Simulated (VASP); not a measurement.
Runs of VASP 6.6.1 on SnGe2. The structure is that of space group P-3m1 (No. 164), or close to it. The cells are those of the table. 

```csv
task,cell,k mesh,cutoff (eV),gap on the mesh (eV),pressure (GPa),largest force (eV/Å)
single point,"a = 3.202, b = 3.202, c = 7.876 Å, angles 90.0, 90.0, 120.0°, 3 atoms",6 × 6 × 2,520,none,-0.2,0.02
single point,"a = 3.238, b = 3.238, c = 7.539 Å, angles 90.0, 90.0, 120.0°, 3 atoms",18 × 18 × 6,520,none,0.0,0.01
single point,"a = 3.155, b = 3.155, c = 7.729 Å, angles 90.0, 90.0, 120.0°, 3 atoms",6 × 6 × 2,520,none,2.1,(a)
relaxation of cell and atoms,"relaxed from a = 3.155, b = 3.155, c = 7.729 Å, angles 90.0, 90.0, 120.0°, 3 atoms",6 × 6 × 2,600,none,0.0,0.01
```

Alike in all rows: level PBE; potentials or basis VASP PAW PBE potentials, release 64 (Sn_d, Ge_d); no spin polarisation; smearing gaussian 0.1 eV.

Q: Estimate the missing entries.

A: (a) 0.62.

Caveats: some runs use coarse meshes; spin-orbit coupling is left out, which moves the levels of the heavy elements.

A k mesh can miss the band edges, and the runs leave out spin-orbit coupling on Ge, Sn.

A gap of «none» marks levels without a gap at the run's occupations.
